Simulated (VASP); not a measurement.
Runs of VASP 6.6.1 on La. The structure is that of space group Fm-3m (No. 225), or close to it. The cells are those of the table. The cell was built from a structure type or drawn by symmetry, and may not be a known phase.

| task | level | potentials or basis | cell | cutoff (eV) | gap on the mesh (eV) | pressure (GPa) |
| --- | --- | --- | --- | --- | --- | --- |
| relaxation of cell and atoms | PBE | VASP PAW PBE potentials, release 64 (La) | relaxed from a = 3.730 Å, angles 60.0°, 1 atom | 600 | none | 0.0 |
| single point | PBE | VASP PAW PBE potentials, release 64 (La) | a = 3.733 Å, angles 60.0°, 1 atom | 520 | none | (a) |
| single point | LDA | VASP PAW LDA potentials, release 64 (La) | a = 3.733 Å, angles 60.0°, 1 atom | 520 | none | -3.5 |
| single point | r2SCAN | VASP PAW PBE potentials, release 64 (La) | a = 3.733 Å, angles 60.0°, 1 atom | 520 | none | 0.2 |

Alike in all rows: no spin polarisation; k mesh 18 × 18 × 18; smearing gaussian 0.1 eV.

Task: Estimate the missing entries.

Result: (a) 0.1.

Caveats: spin-orbit coupling is left out, which moves the levels of the heavy elements; the cell stands under tension (at least some runs); the PAW data sets were made with another functional, which shifts forces and pressure a little (at least some runs).

A k mesh can miss the band edges, and the runs leave out spin-orbit coupling on La.

A gap of «none» marks levels without a gap at the run's occupations.
